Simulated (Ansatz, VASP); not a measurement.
# One calculation of As, two programs

File INCAR:

```
SYSTEM = As
PREC = Accurate
ENCUT = 400
EDIFF = 1E-6
ISMEAR = 0
SIGMA = 0.04
LREAL = .False.
LASPH = .True.
NELM = 120
ALGO = Normal
ISIF = 2
LWAVE = .False.
LCHARG = .False.
LDIPOL = .True.
IDIPOL = 3
DIPOL = 0.5 0.5 0.630
GGA = PE
IVDW = 12
NBANDS = 12
GGA_COMPAT = .False.
NELMDL = -8
```

The input KPOINTS:

```
Automatic mesh
0
Gamma
  12 12 1
  0 0 0
```

Contents of POSCAR:

```
As
1.0
    3.6096708189      0.0000000000      0.0000000000
   -1.8048354095      3.1260666285      0.0000000000
    0.0000000000      0.0000000000     22.5000000000
As
2
Direct
    0.0000000000      0.0000000000      0.5988593058
    0.6666666667      0.3333333333      0.6604589426
```

Input for Ansatz:

```yaml
crystal:
  lattice:
    - [3.6096708189, 0.0, 0.0]
    - [-1.8048354095, 3.1260666285, 0.0]
    - [0.0, 0.0, 22.5]
  atoms:
    - { symbol: As, position: [0.0, 0.0, 0.5988593058] }
    - { symbol: As, position: [0.6666666667, 0.3333333333, 0.6604589426] }
basis:
  ecutwfc: 420
kpoints:
  mp_grid: { grid: [12, 12, 1] }
hamiltonian:
  xc: pbe
  dispersion: d3bj
  pseudopotentials: { kind: paw, azcp: { folder: soft_1 } }
scf:
  occupations: { method: gaussian, width: 0.04 }
  n_extra_bands: 6
  max_iter: 160
output:
  forces: true
  eigenvalues: true
  write_density: true
  write_potential: true
  elf: true
  volumetric_format: npy
efield:
  axis: 3
  dipole_correction: true
```

Alike in both runs: task single point; functional PBE; dispersion D3(BJ); k mesh 12 × 12 × 1; occupations gaussian, width 0.04 eV; no spin polarisation.

|  | VASP | Ansatz |
| --- | --- | --- |
| version | VASP 6.6.1 | Ansatz 0.2.0 |
| potentials or method | VASP PAW PBE potentials, release 64 (As), cutoff 400 eV | scalar-relativistic, plane waves, PAW |
| valence electrons in the cell | 10 | 30 |

|  | VASP | Ansatz | Ansatz less VASP |
| --- | --- | --- | --- |
| gap on the k mesh at the Fermi level (eV) | 1.66 | 1.66 | -0.004 |
| least direct gap on the mesh (eV) | 1.94 | 1.95 | +0.012 |
| rms of the force components (eV/Å) | 0.062 | 0.014 | -0.0483 |

Atom by atom the forces differ by 0.048 eV/Å (rms over components). VASP's potentials hold 10 valence electrons a cell and Ansatz's 30, so a difference there can come from the potentials and not from the codes.
